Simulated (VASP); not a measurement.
Here is a VASP 6.6.1 calculation.

Contents of INCAR:

```
  PREC = Accurate
  ENCUT = 520
  EDIFF = 1E-7
  ISMEAR = 0
  SIGMA = 0.1
  LREAL = False
  LASPH = True
  NELM = 100
  ALGO = Normal
  ISIF = 2
  LWAVE = False
  LCHARG = True
  GGA = PE
  LELF = True
  LVHAR = True
  NBANDS = 23
```

File KPOINTS:

```
Automatic mesh
0
Gamma
  10 10 10
```

The input POSCAR:

```
Si4Ru
1.0
    0.0000000000      3.4149915358      3.4149915358
    3.4149915358      0.0000000000      3.4149915358
    3.4149915358      3.4149915358      0.0000000000
Si Ru
4 1
Direct
    0.8756508792      0.3730473623      0.8756508792
    0.8756508792      0.8756508792      0.8756508792
    0.3730473623      0.8756508792      0.8756508792
    0.8756508792      0.8756508792      0.3730473623
    0.5000000000      0.5000000000      0.5000000000
```

Potentials or basis: VASP PAW PBE potentials, release 64 (Si, Ru_pv).

Launch:

```bash
$ cat potpaw_PBE.64/Si/POTCAR potpaw_PBE.64/Ru_pv/POTCAR > POTCAR
$ mpirun -np 1 vasp_std > vasp.out
```

Problem. Predict the pressure.

Solution. -0.1 GPa.

Problem. Predict the band gap on the k mesh.

Solution. Zero (bands 15 and 16 overlap by 1.31 eV).

Problem. Predict the largest force.

Solution. 0.004 eV/Å.

Forces on the atoms (eV/Å):
```
Si   0.002 -0.002  0.002
Si  -0.002 -0.002 -0.002
Si  -0.002  0.002  0.002
Si   0.002  0.002 -0.002
Ru   0.000  0.000  0.000
```
